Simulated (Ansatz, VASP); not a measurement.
**One calculation of BaTiO3, two programs**

```xyz
5
Lattice="3.9998 0.0000 0.0000 0.0000 3.9998 0.0000 0.0000 0.0000 4.0582" Properties=species:S:1:pos:R:3 pbc="T T T"
Ba    0.0000    0.0000   -0.0204
Ti    1.9999    1.9999    1.9440
O     1.9999    1.9999    0.1058
O     1.9999    0.0000    2.0857
O     0.0000    1.9999    2.0857
```

Change from the starting cell: z stretched by +1 %, ions relaxed.

Alike in both runs: functional PBE; k mesh 8 × 8 × 8; occupations fermi-dirac, width 0.02 eV; no spin polarisation.

Ansatz relaxed the structure, and its values are those at the end. VASP's run is a single point on that final structure, the one shown.

```csv
,VASP,Ansatz
version,VASP 6.6.1,Ansatz 0.2.0
potentials or method,"VASP PAW PBE potentials, release 64 (Ba_sv, Ti_sv, O)","plane-wave PAW, scalar-relativistic"
plane-wave cutoff (eV),520,420
valence electrons in the cell,40,40
```

VASP gave:

```
gap on the k mesh at the Fermi level (eV) : 1.79
pressure (GPa)                            : 3.8
rms of the force components (eV/Å)        : 0.026
```

Question: What did Ansatz give for the same quantities?

Answer: gap on the k mesh at the Fermi level (eV): 1.85; pressure (GPa): 2.1; rms of the force components (eV/Å): 0.003.

With one functional, cell and mesh, what is left measures potentials, basis and numerics. Ansatz's warnings: stress scf threshold loose.

Spin-orbit coupling is off throughout.
